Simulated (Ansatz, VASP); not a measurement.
Al2O3: VASP beside Ansatz

INCAR

```
SYSTEM = Al2O3
ALGO     = Normal         ! electronic algorithm
EDIFF    = 1E-7           ! SCF threshold, eV
ENCUT    = 520            ! plane-wave cutoff, eV
ISIF     = 2              ! what is computed and relaxed
ISMEAR   = 0              ! smearing method
LASPH    = .True.         ! aspherical terms in the spheres
LCHARG   = .False.        ! write CHGCAR
LREAL    = .False.        ! projectors in reciprocal space
LWAVE    = .False.        ! write WAVECAR
NBANDS   = 20             ! bands
NELM     = 60             ! most SCF steps
PREC     = Accurate       ! precision mode
SIGMA    = 0.05           ! smearing width, eV
```

The input KPOINTS:

```
k-points
0
Gamma
  12 12 4
  0 0 0
```

POSCAR

```
Al2O3
1.0
    2.8967832423      0.0000000000      0.0000000000
   -1.4483916211      2.5086878770      0.0000000000
    0.0000000000      0.0000000000      7.8776214423
Al O
2 3
Direct
    0.0000000000      0.0000000000      0.2779510000
    0.0000000000      0.0000000000      0.7220490000
    0.3333333333      0.6666666667      0.1994540000
    0.6666666667      0.3333333333      0.8005460000
    0.0000000000      0.0000000000      0.5000000000
```

Input for Ansatz:

```yaml
crystal:
  lattice:
    - [2.8967832423, 0.0, 0.0]
    - [-1.4483916211, 2.508687877, 0.0]
    - [0.0, 0.0, 7.8776214423]
  atoms:
    - { symbol: Al, position: [0.0, 0.0, 0.277951] }
    - { symbol: Al, position: [0.0, 0.0, 0.722049] }
    - { symbol: O, position: [0.3333333333, 0.6666666667, 0.199454] }
    - { symbol: O, position: [0.6666666667, 0.3333333333, 0.800546] }
    - { symbol: O, position: [0.0, 0.0, 0.5] }
basis:
  ecutwfc: 420
kpoints:
  mp_grid: { grid: [12, 12, 4] }
hamiltonian:
  xc: lda
scf:
  occupations: { method: gaussian, width: 0.05 }
output:
  forces: true
  stress: true
  eigenvalues: true
```

Change from the starting cell: strain -0.040 along x and y, +0.040 along z, atoms carried along.

Alike in both runs: task single point; functional LDA; k mesh 12 × 12 × 4; occupations gaussian, width 0.05 eV; no spin polarisation.

```csv
,VASP,Ansatz
version,VASP 6.6.1,Ansatz 0.2.0
potentials or method,"VASP PAW LDA potentials, release 64 (Al, O), cutoff 520 eV","scalar-relativistic, plane waves, PAW"
valence electrons in the cell,24,24
```

|  | VASP | Ansatz | Ansatz less VASP |
| --- | --- | --- | --- |
| gap on the k mesh at the Fermi level (eV) | 1.60 | 1.59 | -0.005 |
| least direct gap on the mesh (eV) | 1.60 | 1.59 | -0.005 |
| pressure (GPa) | -1.3 | -2.2 | -0.89 |
| traceless stress, the component that is largest in VASP (GPa) | -23.37 | -23.48 | -0.103 |
| rms of the force components (eV/Å) | 0.867 | 0.891 | +0.0239 |

LDA's correlation is that of Perdew and Zunger in VASP and of Perdew and Wang (1992) in Ansatz. Atom by atom the forces differ by 0.028 eV/Å (rms over components).
